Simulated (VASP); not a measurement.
# Pd (a cell with a defect) in VASP: notebook

Runs on Pd (a cell with a defect). Level: PBEsol. Tasks: single point.

All numbers are computed with VASP 6.6.1; they aren't measurements. Logs are shortened: lines on timing, memory, paths and dates and some standing lists are left out, and cuts for length are marked.

## Step 1: The cell of the first run

The cell holds a defect, 7 atoms: a = 5.506 Å, b = 5.506 Å, c = 5.506 Å, α = 60.00°, β = 60.00°, γ = 60.00°.

## Step 2: Single point, PBEsol

Contents of INCAR:

```
SYSTEM = Pd
  ALGO = Normal
  EDIFF = 1E-6
  ENCUT = 520
  GGA = PS
  ISIF = 2
  ISMEAR = -1
  LASPH = .True.
  LCHARG = .True.
  LELF = .True.
  LREAL = .False.
  LVHAR = .True.
  LWAVE = .False.
  NBANDS = 44
  NELM = 100
  PREC = Accurate
  SIGMA = 0.05
```

Contents of KPOINTS:

```
k-points
0
Gamma
  2 2 2
  0 0 0
```

Contents of POSCAR:

```
Pd
1.0
    0.0000000000      3.8930000000      3.8930000000
    3.8930000000      0.0000000000      3.8930000000
    3.8930000000      3.8930000000      0.0000000000
Pd
7
Direct
   -0.0001027485     -0.0000210634      0.3818022091
    0.0082622656      0.5299678911     -0.0222725405
   -0.0083079887      0.4697513486      0.5161166196
    0.5299316722      0.0083996918     -0.0223113280
    0.4703153095     -0.0082909068      0.5158115849
    0.4999398921      0.5001222707      0.0116437195
    0.4999617262      0.5000706396      0.4942096070
```

Potentials or basis: VASP PAW PBE potentials, release 64 (Pd).

Started as:

```console
$ cat potpaw_PBE.64/Pd/POTCAR > POTCAR
$ mpirun -np 1 vasp_std > vasp.out
```

OUTCAR:

```text
SYSTEM = Pd
   EDIFF = 1E-6
   ENCUT = 520
   GGA = PS
   ISIF = 2
   ISMEAR = -1
   LASPH = .True.
   LREAL = .False.
   NELM = 100
   PREC = Accurate

 ion  position               nearest neighbor table
   1  1.000  1.000  0.382-   5 2.64   2 2.65   4 2.65   3 2.65   7 2.82   7 2.82   3 3.00   4 3.00
                             2 3.00   5 3.00   6 3.42   6 3.42
   2  0.008  0.530  0.978-   4 2.63   1 2.65   7 2.69   6 2.72   3 2.77   3 2.77   6 2.79   7 2.82
                             4 2.87   1 3.00
   3  0.992  0.470  0.516-   5 2.63   1 2.65   7 2.69   6 2.72   2 2.77   2 2.77   6 2.79   7 2.83
                             5 2.87   1 3.00
   4  0.530  0.008  0.978-   2 2.63   1 2.65   7 2.69   6 2.72   5 2.77   5 2.77   6 2.79   7 2.82
                             2 2.87   1 3.00
   5  0.470  0.992  0.516-   3 2.63   1 2.64   7 2.69   6 2.72   4 2.77   4 2.77   6 2.79   7 2.82
                             3 2.87   1 3.00
   6  0.500  0.500  0.012-   7 2.66   3 2.72   5 2.72   4 2.72   2 2.72   5 2.79   2 2.79   4 2.79
                             3 2.79   7 2.85   1 3.42   1 3.42
   7  0.500  0.500  0.494-   6 2.66   3 2.69   4 2.69   5 2.69   2 2.69   1 2.82   1 2.82   5 2.82
                             2 2.82   4 2.82   3 2.83   6 2.85

  LATTYP: Found a face centered cubic cell.
 ALAT       =     7.7860000000

  Lattice vectors:

 A1 = (   0.0000000000,   3.8930000000,   3.8930000000)
 A2 = (   3.8930000000,   0.0000000000,   3.8930000000)
 A3 = (   3.8930000000,   3.8930000000,   0.0000000000)

Analysis of symmetry for initial positions (statically):
[... 5 lines left out ...]
 face centered cubic supercell.

 Subroutine GETGRP returns: Found  1 space group operations
 (whereof  1 operations were pure point group operations)
 out of a pool of 48 trial point group operations.

The static configuration has the point symmetry C_1 .

Analysis of symmetry for dynamics (positions and initial velocities):
[... 5 lines left out ...]
 face centered cubic supercell.

 Subroutine GETGRP returns: Found  1 space group operations
 (whereof  1 operations were pure point group operations)
 out of a pool of 48 trial point group operations.

The dynamic configuration has the point symmetry C_1 .

 Subroutine INISYM returns: Found  1 space group operations
 (whereof  1 operations are pure point group operations),
 and found     1 'primitive' translations

----------------------------------------------------------------------------------------

                                     Primitive cell

  volume of cell :     118.0003

  direct lattice vectors                    reciprocal lattice vectors
     0.000000000  3.893000000  3.893000000    -0.128435654  0.128435654  0.128435654
     3.893000000  0.000000000  3.893000000     0.128435654 -0.128435654  0.128435654
     3.893000000  3.893000000  0.000000000     0.128435654  0.128435654 -0.128435654

  length of vectors
     5.505533398  5.505533398  5.505533398     0.222457078  0.222457078  0.222457078

  position of ions in fractional coordinates (direct lattice)
     0.999897252  0.999978937  0.381802209
     0.008262266  0.529967891  0.977727460
     0.991692011  0.469751349  0.516116620
     0.529931672  0.008399692  0.977688672
     0.470315310  0.991709093  0.515811585
     0.499939892  0.500122271  0.011643720
     0.499961726  0.500070640  0.494209607

  ion indices of the primitive-cell ions
   primitive index   ion index
                 1           1
                 2           2
                 3           3
                 4           4
                 5           5
                 6           6
                 7           7

----------------------------------------------------------------------------------------

 KPOINTS: k-points

Automatic generation of k-mesh.
 Grid dimensions read from file:
 generate k-points for:    2    2    2

 Generating k-lattice:

  Cartesian coordinates                     Fractional coordinates (reciprocal lattice)
    -0.064217827  0.064217827  0.064217827     0.500000000  0.000000000  0.000000000
     0.064217827 -0.064217827  0.064217827     0.000000000  0.500000000  0.000000000
     0.064217827  0.064217827 -0.064217827     0.000000000  0.000000000  0.500000000

  Length of vectors
     0.111228539  0.111228539  0.111228539

  Shift w.r.t. Gamma in fractional coordinates (k-lattice)
     0.000000000  0.000000000  0.000000000

 Subroutine IBZKPT returns following result:
 ===========================================

 Found      8 irreducible k-points:

 Following reciprocal coordinates:
            Coordinates               Weight
  0.000000  0.000000  0.000000      1.000000
  0.500000  0.000000  0.000000      1.000000
  0.000000  0.500000  0.000000      1.000000
  0.000000  0.000000  0.500000      1.000000
  0.500000  0.500000  0.500000      1.000000
  0.500000  0.500000  0.000000      1.000000
  0.000000  0.500000  0.500000      1.000000
  0.500000  0.000000  0.500000      1.000000
   k-points           NKPTS =      8   k-points in BZ     NKDIM =      8   number of bands    NBANDS=     44
   number of dos      NEDOS =    301   number of ions     NIONS =      7
   total plane-waves  NPLWV =  74088
   dimension x,y,z NGX =    42 NGY =   42 NGZ =   42
   dimension x,y,z NGXF=    84 NGYF=   84 NGZF=   84
   ions per type =               7
   NGX,Y,Z   is equivalent  to a cutoff of  12.68, 12.68, 12.68 a.u.
   NGXF,Y,Z  is equivalent  to a cutoff of  25.36, 25.36, 25.36 a.u.
 SYSTEM =  Pd
   PREC   = accura    normal or accurate (medium, high low for compatibility)
   ISTART =      0    job   : 0-new  1-cont  2-samecut
   ICHARG =      2    charge: 1-file 2-atom 10-const
   ISPIN  =      1    spin polarized calculation?
   LNONCOLLINEAR =      F non collinear calculations
   LSORBIT =      F    spin-orbit coupling
   LASPH  =      T    aspherical Exc in radial PAW
   ENCUT  =  520.0 eV  38.22 Ry    6.18 a.u.  10.24 10.24 10.24*2*pi/ulx,y,z
   NELM   =    100;   NELMIN=  2; NELMDL= -5     # of ELM steps
   EDIFF  = 0.1E-05   stopping-criterion for ELM
   LREAL  =      F    real-space projection
   EDIFFG = 0.1E-04   stopping-criterion for IOM
   NSW    =      0    number of steps for IOM
   IBRION =     -1    ionic relax: 0-MD 1-quasi-New 2-CG
   NFREE  =      0    steps in history (QN), initial steepest desc. (CG)
   ISIF   =      2    stress and relaxation
   ISYM   =      2    0-nonsym 1-usesym 2-fastsym
   POTIM  = 0.5000    time-step for ionic-motion
   TEBEG  =    0.0;   TEEND  =   0.0 temperature during run
   PSTRESS=    0.0 pullay stress
   NELECT =      70.0000    total number of electrons
   NUPDOWN=      -1.0000    fix difference up-down
   EMIN   =  10.00;   EMAX   =-10.00  energy-range for DOS
[... 5 lines left out ...]
     AMIX     =   0.40;   BMIX     =  1.00
     AMIX_MAG =   1.60;   BMIX_MAG =  1.00
  volume/ion in A,a.u.               =      16.86       113.76
  Fermi-wavevector in a.u.,A,eV,Ry     =   1.375561  2.599433 25.744500  1.892167
  Thomas-Fermi vector in A             =   2.500885
   LORBIT       =      0    0 simple, 1 ext, 2 COOP (PROOUT), +10 PAW based schemes
   GGA     = PS    functional components
   LHFCALC =     F    Hartree Fock is set to
   AEXX    =    0.0000 exact exchange contribution
   IVDW    =     0    specifies the selected vdW correction
   LEPSILON=     F    determine dielectric tensor
   LRPA    =     F    only Hartree local field effects (RPA)
 non-spin polarized calculation
  energy-cutoff  :      520.00
  volume of cell :      118.00
 maximum number of plane-waves:      3218
 NGX is ok and might be reduce to    42
   NGX = 21   NGY = 21   NGZ = 21

 number of electron      70.0000003 magnetization

 Free energy of the ion-electron system (eV)
  ---------------------------------------------------
  ext. energy  EPLUGINS =         0.00000000
  ---------------------------------------------------
  free energy    TOTEN  =       -41.27438781 eV

  energy without entropy =      -41.13101136  energy(sigma->0) =      -41.20269959

 E-fermi :   7.6938     XC(G=0): -12.4527

 val. band max:        7.6919143899   @ k =   0.0000   0.5000   0.0000
 cond. band min:       7.7029406432   @ k =   0.0000   0.0000   0.0000
 fundamental gap:      0.0110262533
 Fermi energy:         7.6938139079

 k-point     1 :       0.0000    0.0000    0.0000
  band No.  band energies     occupation
      1       1.0454      2.00000
      2       2.3852      2.00000
      3       2.4759      2.00000
      4       2.6090      2.00000
      5       2.8245      2.00000
      6       2.9410      2.00000
[... 36 lines left out ...]
     43      12.4336      0.00000
     44      14.2574      0.00000

 k-point     2 :       0.5000    0.0000    0.0000
  band No.  band energies     occupation
      1       2.2942      2.00000
      2       2.9475      2.00000
      3       3.0252      2.00000
      4       3.0793      2.00000
      5       3.1857      2.00000
      6       3.6923      2.00000
[... 36 lines left out ...]
     43      12.5484      0.00000
     44      15.9054      0.00000

 k-point     3 :       0.0000    0.5000    0.0000
  band No.  band energies     occupation
      1       2.2950      2.00000
      2       2.9485      2.00000
      3       3.0266      2.00000
      4       3.0776      2.00000
      5       3.1872      2.00000
      6       3.6928      2.00000
[... 36 lines left out ...]
     43      12.5477      0.00000
     44      15.9066      0.00000

 k-point     4 :       0.0000    0.0000    0.5000
  band No.  band energies     occupation
      1       2.4550      2.00000
      2       2.6489      2.00000
      3       3.2070      2.00000
      4       3.3293      2.00000
      5       3.3339      2.00000
      6       3.7441      2.00000
[... 36 lines left out ...]
     43      12.3439      0.00000
     44      16.2200      0.00000

 k-point     5 :       0.5000    0.5000    0.5000
  band No.  band energies     occupation
      1       2.4552      2.00000
      2       2.6488      2.00000
      3       3.2074      2.00000
      4       3.3292      2.00000
      5       3.3347      2.00000
      6       3.7443      2.00000
[... 36 lines left out ...]
     43      12.3438      0.00000
     44      16.2207      0.00000

 k-point     6 :       0.5000    0.5000    0.0000
  band No.  band energies     occupation
      1       2.9287      2.00000
      2       3.1129      2.00000
      3       3.4534      2.00000
      4       3.6594      2.00000
      5       3.6701      2.00000
      6       3.8962      2.00000
[... 36 lines left out ...]
     43      16.0702      0.00000
     44      17.2401      0.00000

 k-point     7 :       0.0000    0.5000    0.5000
  band No.  band energies     occupation
      1       3.0064      2.00000
      2       3.1280      2.00000
      3       3.5159      2.00000
      4       3.6194      2.00000
      5       3.7744      2.00000
      6       3.7961      2.00000
[... 36 lines left out ...]
     43      16.4920      0.00000
     44      16.9902      0.00000

 k-point     8 :       0.5000    0.0000    0.5000
  band No.  band energies     occupation
      1       3.0071      2.00000
      2       3.1273      2.00000
      3       3.5151      2.00000
      4       3.6205      2.00000
      5       3.7755      2.00000
      6       3.7962      2.00000
[... 36 lines left out ...]
     43      16.4931      0.00000
     44      16.9901      0.00000

------------------------ aborting loop because EDIFF is reached ----------------------------------------

  FORCE on cell =-STRESS in cart. coord.  units (eV):
  Direction    XX          YY          ZZ          XY          YZ          ZX
  --------------------------------------------------------------------------------------
  -------------------------------------------------------------------------------------
  Total       -9.0663528     -9.0565014     -8.2658106     -0.1528211      0.0086561     -0.0086127
  in kB     -123.1005496   -122.9667900   -112.2309978     -2.0749640      0.1175301     -0.1169409
  external PRESSURE =    -119.4327791 kB  Pullay stress =       0.0000000 kB

 VOLUME and BASIS-vectors are now :
 -----------------------------------------------------------------------------
  energy-cutoff  :      520.00
  volume of cell :      118.00
      direct lattice vectors                 reciprocal lattice vectors
     0.000000000  3.893000000  3.893000000    -0.128435654  0.128435654  0.128435654
     3.893000000  0.000000000  3.893000000     0.128435654 -0.128435654  0.128435654
     3.893000000  3.893000000  0.000000000     0.128435654  0.128435654 -0.128435654

 POSITION                                       TOTAL-FORCE (eV/Angst)
 -----------------------------------------------------------------------------------
      5.37927      5.37896      7.78552         0.957831      0.967841      0.004730
      5.86946      3.83846      2.09533        -0.199883     -0.157256     -0.076165
      3.83798      5.86990      5.68940        -0.155012     -0.200911      0.082435
      3.83884      5.86917      2.09572        -0.157224     -0.199607     -0.077276
      5.86878      3.83899      5.69166        -0.198031     -0.161206      0.068519
      1.99230      1.99159      3.89324        -0.137353     -0.136359     -0.001233
      3.87073      3.87031      3.89313        -0.110328     -0.112503     -0.001011
 -----------------------------------------------------------------------------------
    total drift:                                0.000225      0.000197      0.000023

  FREE ENERGIE OF THE ION-ELECTRON SYSTEM (eV)
  ---------------------------------------------------
  free  energy   TOTEN  =       -41.2743878109 eV

  energy  without entropy=      -41.1310113607  energy(sigma->0) =      -41.20269959
```

It took 48 s on 1 thread of AMD EPYC 9R45 (Zen 5), shared host; peak memory 0.22 GiB.

Results:

```
Free energy            : -41.2744 eV
Pressure               : -11.9 GPa
Largest force          : 1.362 eV/Å
Band gap on the k mesh : zero (band 35 reaches 7.88 eV, above the bottom of band 36 at 7.29 eV)
```

Forces in eV/Å, atoms in the order of the input:
```
Pd   0.958  0.968  0.005
Pd  -0.200 -0.157 -0.076
Pd  -0.155 -0.201  0.082
Pd  -0.157 -0.200 -0.077
Pd  -0.198 -0.161  0.069
Pd  -0.137 -0.136 -0.001
Pd  -0.110 -0.113 -0.001
```

Stress tensor (GPa, compression positive):
```
-12.31  -0.21  -0.01
 -0.21 -12.30   0.01
 -0.01   0.01 -11.22
```

Caveat: the k points lie up to 0.70 Å⁻¹ apart; the PAW data sets were made with another functional, which shifts forces and pressure a little.

[end of part 1 of 2]
